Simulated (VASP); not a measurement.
A run of VASP 6.6.1:

The input INCAR:

```
SYSTEM = EuBi
PREC     = Accurate       ! precision mode
ENCUT    = 520            ! plane-wave cutoff, eV
EDIFF    = 1E-6           ! SCF threshold, eV
ISMEAR   = 0              ! smearing method
SIGMA    = 0.05           ! smearing width, eV
LREAL    = .False.        ! projectors in reciprocal space
LASPH    = .True.         ! aspherical terms in the spheres
NELM     = 150            ! most SCF steps
ALGO     = Normal         ! electronic algorithm
ISIF     = 2              ! what is computed and relaxed
LWAVE    = .False.        ! write WAVECAR
LCHARG   = .False.        ! write CHGCAR
ISPIN    = 2              ! spin polarisation
MAGMOM   = 6 0            ! initial moments
LORBIT   = 11             ! projections on sites
LMAXMIX  = 6              ! l up to which the mixer works
GGA      = PS             ! functional
NBANDS   = 27             ! bands
```

File KPOINTS:

```
regular mesh
0
Gamma
  8 8 8
  0 0 0
```

Contents of POSCAR:

```
EuBi
1.0
    0.0000000000      3.4700829639      3.4700829639
    3.4700829639      0.0000000000      3.4700829639
    3.4700829639      3.4700829639      0.0000000000
Eu Bi
1 1
Direct
    0.0000000000      0.0000000000      0.0000000000
    0.2500000000      0.2500000000      0.2500000000
```

Potentials or basis: VASP PAW PBE potentials, release 64 (Eu, Bi_d).

The run is started by

```console
$ cat potpaw_PBE.64/Eu/POTCAR potpaw_PBE.64/Bi_d/POTCAR > POTCAR
$ mpirun -np 1 vasp_std > vasp.out
```

Hardware: 1 thread of Intel(R) Xeon(R) Platinum 8488C (Sapphire Rapids), with other jobs on the host.

Problem. How long does it take, and how much memory?

Solution. Run time: 2.5 min on 1 thread of Intel(R) Xeon(R) Platinum 8488C (Sapphire Rapids), on a shared host, peak memory 0.31 GiB. Counts: scf iterations 17, k points 29.
